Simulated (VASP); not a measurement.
## C: single point with LDA

C:

```
CELL_PARAMETERS angstrom
1.74822 1.74822 0.00000
-1.74822 1.74822 0.00000
0.00000 1.74822 1.77647
ATOMIC_POSITIONS crystal
C 0.50000 0.50000 0.00000
C 0.75000 0.25000 0.50000
```

This cell differs from its parent crystal: in-plane strain -0.01.

```yaml
Program: VASP 6.6.1
Task: single point
Functional: LDA
Potentials_or_basis: VASP PAW LDA potentials, release 64 (C)
Cutoff: 520 eV
k_mesh: 12 × 12 × 12
Occupations: gaussian, width 0.01 eV
Spin: no spin polarisation
```

```
Pressure               : 8.5 GPa
Band gap on the k mesh : 4.02 eV, indirect (least direct gap 5.52 eV)
```

Stress tensor (GPa, compression positive):
```
13.73  0.00  0.00
 0.00 13.73  0.00
 0.00  0.00 -2.06
```

Levels at points of the mesh, in eV from the valence-band top:
| k point | band 1 | band 2 | band 3 | band 4 | band 5 | band 6 | band 7 | band 8 | band 9 |
| --- | --- | --- | --- | --- | --- | --- | --- | --- | --- |
| (0.00, 0.00, 0.00) | -21.99 | -0.25 | 0.00 | 0.00 | 5.52 | 5.52 | 5.72 | 14.48 | 19.51 |
| (0.50, 0.00, 0.00) | -15.90 | -13.93 | -3.14 | -2.84 | 8.33 | 8.56 | 9.61 | 15.72 | 22.08 |
| (0.50, 0.50, 0.00) | -12.92 | -12.92 | -6.72 | -6.72 | 4.59 | 4.59 | 17.23 | 17.23 | 23.74 |
| (0.00, 0.00, 0.50) | -13.18 | -13.18 | -6.48 | -6.48 | 4.98 | 4.98 | 17.15 | 17.15 | 23.51 |

Wall time 26 s on 1 thread of Intel Xeon 8259CL, with other jobs on the host, peak memory 0.12 GiB.

Caveat: the cell differs from its parent crystal (in-plane strain -0.01). A k mesh can miss the band edges.
